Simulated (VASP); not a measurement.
# FeSi (P2_13) in VASP: notebook, part 2 of 2

VASP 6.6.1.

### Step 5. Single point, PBEsol

This run uses another cell than the first one, of 11.25 Å³/atom.

Contents of INCAR:

```
SYSTEM = FeSi
PREC     = Accurate       ! precision mode
ENCUT    = 520            ! plane-wave cutoff, eV
EDIFF    = 1E-6           ! SCF threshold, eV
ISMEAR   = 0              ! smearing method
SIGMA    = 0.01           ! smearing width, eV
LREAL    = .FALSE.        ! projectors in reciprocal space
LASPH    = .TRUE.         ! aspherical terms in the spheres
NELM     = 60             ! most SCF steps
ALGO     = Normal         ! electronic algorithm
ISIF     = 2              ! what is computed and relaxed
LWAVE    = .FALSE.        ! write WAVECAR
LCHARG   = .TRUE.         ! write CHGCAR
GGA      = PS             ! functional
LELF     = .TRUE.         ! ELF
LVHAR    = .TRUE.       
NBANDS   = 34             ! bands
```

Contents of KPOINTS:

```
Automatic mesh
0
G
  8 8 8
  0 0 0
```

Contents of POSCAR:

```
FeSi
1.0
    4.4820000000      0.0000000000      0.0000000000
    0.0000000000      4.4820000000      0.0000000000
    0.0000000000      0.0000000000      4.4820000000
Fe Si
4 4
Direct
    0.1342581183      0.1342581183      0.1342581183
    0.3657418817      0.8657418817      0.6342581183
    0.6342581183      0.3657418817      0.8657418817
    0.8657418817      0.6342581183      0.3657418817
    0.8398374528      0.8398374528      0.8398374528
    0.6601625472      0.1601625472      0.3398374528
    0.3398374528      0.6601625472      0.1601625472
    0.1601625472      0.3398374528      0.6601625472
```

Command:

```bash
$ cat potpaw_PBE.64/Fe/POTCAR potpaw_PBE.64/Si/POTCAR > POTCAR
$ mpirun -np 1 vasp_std > vasp.out
```

It took 3.5 min on 1 thread of Intel Xeon 8259CL, shared host; peak memory 0.26 GiB.

Results (log left out):

```
Free energy            : -63.6637 eV
Pressure               : -10.6 GPa
Largest force          : 0.042 eV/Å
Band gap on the k mesh : 0.15 eV (least direct gap 0.16 eV)
```

Forces on the atoms (eV/Å):
```
Fe   0.024  0.024  0.024
Fe  -0.024 -0.024  0.024
Fe   0.024 -0.024 -0.024
Fe  -0.024  0.024 -0.024
Si   0.004  0.004  0.004
Si  -0.004 -0.004  0.004
Si   0.004 -0.004 -0.004
Si  -0.004  0.004 -0.004
```

Levels at points of the mesh, in eV from the valence-band top:
```tsv
k point	band 22	band 23	band 24	band 25	band 26	band 27
(0.00, 0.00, 0.00)	-0.26	-0.02	-0.02	0.63	0.63	0.63
(0.50, 0.00, 0.00)	-0.35	-0.01	-0.01	0.19	0.19	1.68
(0.50, 0.50, 0.00)	-0.98	-0.33	-0.33	0.62	0.62	1.25
(0.50, 0.50, 0.50)	-0.63	-0.63	-0.63	0.47	0.47	0.47
```

Caveat: the cell stands under tension; the PAW data sets were made with another functional, which shifts forces and pressure a little.

### Step 6. Single point, PBEsol

This run uses another cell than the first one, of 11.62 Å³/atom.

Contents of INCAR:

```
SYSTEM = FeSi
PREC = Accurate
ENCUT = 520
EDIFF = 1E-6
ISMEAR = 0
SIGMA = 0.01
LREAL = .False.
LASPH = .True.
NELM = 100
ALGO = Normal
ISIF = 2
LWAVE = .False.
LCHARG = .False.
GGA = PS
NBANDS = 34
```

Contents of KPOINTS:

```
Automatic mesh
0
Gamma
  8 8 8
  0 0 0
```

Contents of POSCAR:

```
FeSi
1.0
    4.5300000000      0.0000000000      0.0000000000
    0.0000000000      4.5300000000      0.0000000000
    0.0000000000      0.0000000000      4.5300000000
Fe Si
4 4
Direct
    0.1323607323      0.1323607323      0.1323607323
    0.3676392677      0.8676392677      0.6323607323
    0.6323607323      0.3676392677      0.8676392677
    0.8676392677      0.6323607323      0.3676392677
    0.8389945236      0.8389945236      0.8389945236
    0.6610054764      0.1610054764      0.3389945236
    0.3389945236      0.6610054764      0.1610054764
    0.1610054764      0.3389945236      0.6610054764
```

Potentials or basis: VASP PAW PBE potentials, release 64 (Fe, Si).

Command:

```bash
$ cat potpaw_PBE.64/Fe/POTCAR potpaw_PBE.64/Si/POTCAR > POTCAR
$ mpirun -np 1 vasp_std > vasp.out
```

OUTCAR:

```text
SYSTEM = FeSi
   PREC = Accurate
   ENCUT = 520
   EDIFF = 1E-6
   ISMEAR = 0
   LREAL = .False.
   LASPH = .True.
   NELM = 100
   ISIF = 2
   GGA = PS

 ion  position               nearest neighbor table
   1  0.132  0.132  0.132-   5 2.30   6 2.34   7 2.34   8 2.34   7 2.57   8 2.57   6 2.57   3 2.78
                             4 2.78   2 2.78   2 2.78   4 2.78   3 2.78
   2  0.368  0.868  0.632-   6 2.30   5 2.34   7 2.34   8 2.34   7 2.57   8 2.57   5 2.57   1 2.78
                             1 2.78   3 2.78   3 2.78   4 2.78   4 2.78
   3  0.632  0.368  0.868-   7 2.30   6 2.34   5 2.34   8 2.34   8 2.57   6 2.57   5 2.57   1 2.78
                             4 2.78   2 2.78   2 2.78   4 2.78   1 2.78
   4  0.868  0.632  0.368-   8 2.30   6 2.34   7 2.34   5 2.34   6 2.57   5 2.57   7 2.57   1 2.78
                             3 2.78   2 2.78   1 2.78   2 2.78   3 2.78
   5  0.839  0.839  0.839-   1 2.30   2 2.34   3 2.34   4 2.34   3 2.57   4 2.57   2 2.57   6 2.81
                             7 2.81   8 2.81   6 2.81   8 2.81   7 2.81
   6  0.661  0.161  0.339-   2 2.30   1 2.34   3 2.34   4 2.34   3 2.57   4 2.57   1 2.57   8 2.81
                             5 2.81   5 2.81   7 2.81   7 2.81   8 2.81
   7  0.339  0.661  0.161-   3 2.30   2 2.34   1 2.34   4 2.34   4 2.57   2 2.57   1 2.57   8 2.81
                             5 2.81   8 2.81   6 2.81   6 2.81   5 2.81
   8  0.161  0.339  0.661-   4 2.30   2 2.34   3 2.34   1 2.34   2 2.57   1 2.57   3 2.57   7 2.81
                             5 2.81   7 2.81   5 2.81   6 2.81   6 2.81

  LATTYP: Found a simple cubic cell.
 ALAT       =     4.5300000000

  Lattice vectors:

 A1 = (   4.5300000000,   0.0000000000,   0.0000000000)
 A2 = (   0.0000000000,   4.5300000000,   0.0000000000)
 A3 = (   0.0000000000,   0.0000000000,   4.5300000000)

Analysis of symmetry for initial positions (statically):
=====================================================================
 Subroutine PRICEL returns:
 Original cell was already a primitive cell.

 Routine SETGRP: Setting up the symmetry group for a
 simple cubic supercell.

 Subroutine GETGRP returns: Found 12 space group operations
 (whereof  3 operations were pure point group operations)
 out of a pool of 48 trial point group operations.

The static configuration has the point symmetry C_3 .
 The point group associated with its full space group is T   .

Analysis of symmetry for dynamics (positions and initial velocities):
=====================================================================
 Subroutine PRICEL returns:
 Original cell was already a primitive cell.

 Routine SETGRP: Setting up the symmetry group for a
 simple cubic supercell.

 Subroutine GETGRP returns: Found 12 space group operations
 (whereof  3 operations were pure point group operations)
 out of a pool of 48 trial point group operations.

The dynamic configuration has the point symmetry C_3 .
 The point group associated with its full space group is T   .

 Subroutine INISYM returns: Found 12 space group operations
 (whereof  3 operations are pure point group operations),
 and found     1 'primitive' translations

----------------------------------------------------------------------------------------

                                     Primitive cell

  volume of cell :      92.9597

  direct lattice vectors                    reciprocal lattice vectors
     4.530000000  0.000000000  0.000000000     0.220750552  0.000000000  0.000000000
[... 60 lines left out ...]
  0.125000  0.125000  0.000000     12.000000
[... 16 lines left out ...]
  0.250000  0.125000  0.125000     24.000000
  0.375000  0.125000  0.125000     24.000000
 [... further k-points ...]
   k-points           NKPTS =     45   k-points in BZ     NKDIM =     45   number of bands    NBANDS=     34
   number of dos      NEDOS =    301   number of ions     NIONS =      8
   total plane-waves  NPLWV =  46656
   dimension x,y,z NGX =    36 NGY =   36 NGZ =   36
   dimension x,y,z NGXF=    72 NGYF=   72 NGZF=   72
   ions per type =               4   4
   NGX,Y,Z   is equivalent  to a cutoff of  13.21, 13.21, 13.21 a.u.
   NGXF,Y,Z  is equivalent  to a cutoff of  26.42, 26.42, 26.42 a.u.
 SYSTEM =  FeSi
   PREC   = accura    normal or accurate (medium, high low for compatibility)
   ISTART =      0    job   : 0-new  1-cont  2-samecut
   ICHARG =      2    charge: 1-file 2-atom 10-const
   ISPIN  =      1    spin polarized calculation?
   LNONCOLLINEAR =      F non collinear calculations
   LSORBIT =      F    spin-orbit coupling
   LASPH  =      T    aspherical Exc in radial PAW
   ENCUT  =  520.0 eV  38.22 Ry    6.18 a.u.   8.42  8.42  8.42*2*pi/ulx,y,z
   NELM   =    100;   NELMIN=  2; NELMDL= -5     # of ELM steps
   EDIFF  = 0.1E-05   stopping-criterion for ELM
   LREAL  =      F    real-space projection
   EDIFFG = 0.1E-04   stopping-criterion for IOM
   NSW    =      0    number of steps for IOM
   IBRION =     -1    ionic relax: 0-MD 1-quasi-New 2-CG
   NFREE  =      0    steps in history (QN), initial steepest desc. (CG)
   ISIF   =      2    stress and relaxation
   ISYM   =      2    0-nonsym 1-usesym 2-fastsym
   POTIM  = 0.5000    time-step for ionic-motion
   TEBEG  =    0.0;   TEEND  =   0.0 temperature during run
   PSTRESS=    0.0 pullay stress
   NELECT =      48.0000    total number of electrons
   NUPDOWN=      -1.0000    fix difference up-down
   EMIN   =  10.00;   EMAX   =-10.00  energy-range for DOS
   EFERMI =   0.00;   METHOD = LEGACY
   ISMEAR =     0;   SIGMA  =   0.01  broadening in eV -4-tet -1-fermi 0-gaus
   EFERMI_NEDOS =   21; number of points for ismear=-14 and -15
   IALGO  =     38    algorithm
   IMIX   =      4    mixing-type and parameters
     AMIX     =   0.40;   BMIX     =  1.00
     AMIX_MAG =   1.60;   BMIX_MAG =  1.00
  volume/ion in A,a.u.               =      11.62        78.42
  Fermi-wavevector in a.u.,A,eV,Ry     =   1.313380  2.481928 23.469599  1.724967
  Thomas-Fermi vector in A             =   2.443707
   LORBIT       =      0    0 simple, 1 ext, 2 COOP (PROOUT), +10 PAW based schemes
   GGA     = PS    functional components
   LHFCALC =     F    Hartree Fock is set to
   AEXX    =    0.0000 exact exchange contribution
   IVDW    =     0    specifies the selected vdW correction
   LEPSILON=     F    determine dielectric tensor
   LRPA    =     F    only Hartree local field effects (RPA)
 non-spin polarized calculation
 Gauss-broadening in eV      SIGMA  =   0.01
  energy-cutoff  :      520.00
  volume of cell :       92.96
 maximum number of plane-waves:      2522
 NGX is ok and might be reduce to    36
   NGX = 17   NGY = 17   NGZ = 17

 number of electron      47.9999977 magnetization

 Free energy of the ion-electron system (eV)
  ---------------------------------------------------
  ext. energy  EPLUGINS =         0.00000000
  ---------------------------------------------------
  free energy    TOTEN  =       -63.41542792 eV

  energy without entropy =      -63.41542792  energy(sigma->0) =      -63.41542792

 E-fermi :   8.9728     XC(G=0): -12.6255

 val. band max:        8.9096453634   @ k =  -0.1250   0.2500   0.0000
 cond. band min:       9.0589951993   @ k =   0.2500   0.2500   0.0000
 fundamental gap:      0.1493498360
 Fermi energy:         8.9728187734

 k-point     1 :       0.0000    0.0000    0.0000
  band No.  band energies     occupation
      1      -3.8769      2.00000
      2       1.2991      2.00000
      3       1.2991      2.00000
      4       1.2991      2.00000
      5       4.0856      2.00000
      6       4.0856      2.00000
[... 877 lines left out ...]
     33      12.8786      0.00000
     34      13.6438      0.00000

 [... further k-points ...]
[... 5 lines left out ...]
  --------------------------------------------------------------------------------------
  -------------------------------------------------------------------------------------
  Total       -9.3231758     -9.3231758     -9.3231758      0.0000000      0.0000000      0.0000000
  in kB     -160.6866703   -160.6866703   -160.6866703      0.0000000      0.0000000      0.0000000
  external PRESSURE =    -160.6866703 kB  Pullay stress =       0.0000000 kB

 VOLUME and BASIS-vectors are now :
 -----------------------------------------------------------------------------
  energy-cutoff  :      520.00
  volume of cell :       92.96
      direct lattice vectors                 reciprocal lattice vectors
     4.530000000  0.000000000  0.000000000     0.220750552  0.000000000  0.000000000
     0.000000000  4.530000000  0.000000000     0.000000000  0.220750552  0.000000000
     0.000000000  0.000000000  4.530000000     0.000000000  0.000000000  0.220750552

 POSITION                                       TOTAL-FORCE (eV/Angst)
 -----------------------------------------------------------------------------------
      0.59959      0.59959      0.59959         0.022470      0.022470      0.022470
      1.66541      3.93041      2.86459        -0.022470     -0.022470      0.022470
      2.86459      1.66541      3.93041         0.022470     -0.022470     -0.022470
      3.93041      2.86459      1.66541        -0.022470      0.022470     -0.022470
      3.80065      3.80065      3.80065         0.005345      0.005345      0.005345
      2.99435      0.72935      1.53565        -0.005345     -0.005345      0.005345
      1.53565      2.99435      0.72935         0.005345     -0.005345     -0.005345
      0.72935      1.53565      2.99435        -0.005345      0.005345     -0.005345
 -----------------------------------------------------------------------------------
    total drift:                               -0.000000     -0.000000     -0.000000

  FREE ENERGIE OF THE ION-ELECTRON SYSTEM (eV)
  ---------------------------------------------------
  free  energy   TOTEN  =       -63.4154279221 eV

  energy  without entropy=      -63.4154279221  energy(sigma->0) =      -63.41542792
```

It took 3.4 min on 1 thread of Intel Xeon 8259CL, shared host; peak memory 0.26 GiB.

What came out:

```
Free energy            : -63.4154 eV
Pressure               : -16.1 GPa
Largest force          : 0.039 eV/Å
Band gap on the k mesh : 0.15 eV (least direct gap 0.16 eV)
```

Forces in eV/Å, atoms in the order of the input:
```
Fe   0.022  0.022  0.022
Fe  -0.022 -0.022  0.022
Fe   0.022 -0.022 -0.022
Fe  -0.022  0.022 -0.022
Si   0.005  0.005  0.005
Si  -0.005 -0.005  0.005
Si   0.005 -0.005 -0.005
Si  -0.005  0.005 -0.005
```

Caveat: the cell stands under tension; the PAW data sets were made with another functional, which shifts forces and pressure a little. Spin polarisation is off, so any magnetic state and its effect on volume and gap are missing.

### Step 7. Overview

| cell | gap on the mesh (eV) | pressure (GPa) | largest force (eV/Å) |
| --- | --- | --- | --- |
| a = 4.380 Å, 8 atoms, atomic positions A | 0.14 | 4.6 | 0.05 |
| a = 4.403 Å, 8 atoms, atomic positions B | 0.14 | 0.6 | 0.05 |
| a = 4.430 Å, 8 atoms, atomic positions C | 0.14 | -3.5 | 0.04 |
| a = 4.482 Å, 8 atoms, atomic positions D | 0.15 | -10.6 | 0.04 |
| a = 4.530 Å, 8 atoms, atomic positions E | 0.15 | -16.1 | 0.04 |

Alike in all rows: task single point; level PBEsol; potentials or basis VASP PAW PBE potentials, release 64 (Fe, Si); no spin polarisation; k mesh 8 × 8 × 8; cutoff (eV) 520; smearing gaussian 0.01 eV.

Caveats: the PAW data sets were made with another functional, which shifts forces and pressure a little; the cell stands under tension (at least some runs); the cell stands under pressure (at least some runs).

Total energies depend on the potentials used, so only differences within one code and one set of settings carry meaning.
